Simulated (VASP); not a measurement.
Crystal: TiSi (rocksalt type).

```
Ti Si
1.0
     0.00000    2.55392    2.55392
     2.55392    0.00000    2.55392
     2.55392    2.55392    0.00000
Ti Si
1 1
Direct
  0.00000 0.00000 0.00000
  0.50000 0.50000 0.50000
```

* Program: VASP 6.6.1
* Task: relaxation of cell and atoms
* Functional: PBEsol
* Potentials or basis: VASP PAW PBE potentials, release 64 (Ti_sv, Si)
* Cutoff: 500 eV
* k mesh: 13 × 13 × 13
* Occupations: fermi-dirac, width 0.1 eV
* Spin: no spin polarisation

At the start: pressure -4.6 GPa; volume 16.66 Å³/atom.

Q: Where does the relaxation end?

A: Over 3 steps the energy falls by 9.8 meV/atom and the volume is 16.00 Å³/atom (-4.0 %); space group Fm-3m (No. 225, to 0.05 Å).

The path:
```
step  energy change (eV)  largest force (eV/Å)  pressure (GPa)  volume (Å³)
   1              0.0000                0.0000           -4.62        33.32
   2             -0.0087                0.0000            3.85        31.05
   3             -0.0197                0.0000           -0.01        32.00
```

Final structure:
```
Ti Si
1.0
     0.00000    2.51972    2.51972
     2.51972    0.00000    2.51972
     2.51972    2.51972    0.00000
Ti Si
1 1
Direct
  0.00000 0.00000 0.00000
  0.50000 0.50000 0.50000
```

Caveat: the PAW data sets were made with another functional, which shifts forces and pressure a little.
